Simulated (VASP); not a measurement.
Write the native input for VASP 6.6.1 that does the following.

| Property | Result |
| --- | --- |
| Task | single point |
| Functional | PBE |
| Potentials or basis | VASP PAW PBE potentials, release 64 (Pd) |
| Cutoff | 500 eV |
| k mesh | 8 × 8 × 8 |
| Occupations | gaussian, width 0.15 eV |
| Spin | no spin polarisation |
| Dipole correction | no |
| Further INCAR settings | ALGO = Normal; EDIFF = 1e-06; NBANDS = 11 |

The structure of Pd lies in POSCAR:

```
Pd
1.0
    0.0000000000      1.7990325000      1.9449000000
    1.7990325000      0.0000000000      1.9449000000
    1.7990325000      1.7990325000      0.0000000000
Pd
1
Direct
    0.0000000000      0.0000000000      0.0000000000
```

This cell differs from its parent crystal: strain -0.0750 x Voigt [1, 1, 0, 0, 0, 0].

One way to write it, as run:

INCAR

```
PREC = Accurate
ENCUT = 500
EDIFF = 1E-6
ISMEAR = 0
SIGMA = 0.15
LREAL = False
LASPH = True
NELM = 120
ALGO = Normal
ISIF = 2
LWAVE = False
LCHARG = False
GGA = PE
NBANDS = 11
GGA_COMPAT = False
```

KPOINTS

```
Automatic mesh
0
Gamma
  8 8 8
```

Potentials or basis: VASP PAW PBE potentials, release 64 (Pd).

Run with:

```bash
$ cat potpaw_PBE.64/Pd/POTCAR > POTCAR
$ mpirun -np 1 vasp_std > vasp.out
```

Results of the run:

| Item | Value |
| --- | --- |
| Pressure | 57.5 GPa |
| Band gap on the k mesh | zero (band 5 reaches 13.54 eV, above the bottom of band 6 at 11.32 eV) |

Caveat: the k points lie up to 0.37 Å⁻¹ apart; the cell differs from its parent crystal (strain -0.0750 x Voigt [1, 1, 0, 0, 0, 0]).

Run time: 11 s on 1 thread of Intel Xeon 8259CL (shared host), peak memory 0.13 GiB.
